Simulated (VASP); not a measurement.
Set up this calculation in VASP 6.6.1, as the native input.

```yaml
Task: single point
Functional: PBE
Potentials_or_basis: VASP PAW PBE potentials, release 64 (Al, C)
Cutoff: 520 eV
k_mesh: 4 × 4 × 4
Occupations: gaussian, width 0.1 eV
Spin: no spin polarisation
Dipole_correction: no
Further_INCAR_settings: ALGO = Normal; EDIFF = 1e-06; NBANDS = 22
```

The structure of Al7C lies in POSCAR:

```
Al7C
1.0
   -3.1505062000      3.1505062000      3.1505062000
    3.1505062000     -3.1505062000      3.1505062000
    3.1505062000      3.1505062000     -3.1505062000
Al C
7 1
Direct
    0.0000000000      0.5000000000      0.5000000000
    0.5000000000      0.5000000000      0.0000000000
    0.5000000000      0.0000000000      0.5000000000
    0.0000000000      0.0000000000      0.5000000000
    0.0000000000      0.5000000000      0.0000000000
    0.5000000000      0.0000000000      0.0000000000
    0.5000000000      0.5000000000      0.5000000000
    0.0000000000      0.0000000000      0.0000000000
```

The cell was built from a structure type or drawn by symmetry, and may not be a known phase.

One way to write it, as run:

INCAR

```
SYSTEM = Al7C
ALGO = Normal
EDIFF = 1E-6
ENCUT = 520
GGA = PE
ISIF = 2
ISMEAR = 0
LASPH = .True.
LCHARG = .False.
LREAL = .False.
LWAVE = .False.
NBANDS = 22
NELM = 60
PREC = Accurate
SIGMA = 0.1
```

KPOINTS

```
k-points
0
Gamma
  4 4 4
  0 0 0
```

Potentials or basis: VASP PAW PBE potentials, release 64 (Al, C).

Launch:

```bash
$ cat potpaw_PBE.64/Al/POTCAR potpaw_PBE.64/C/POTCAR > POTCAR
$ mpirun -np 1 vasp_std > vasp.out
```

It gave:

```yaml
Pressure: -0.9 GPa
Band_gap_on_the_k_mesh: zero (an odd number of electrons rules out a gap without spin polarisation)
```

It took 53 s on 1 thread of Intel Xeon 8259CL (shared host), peak memory 0.25 GiB.
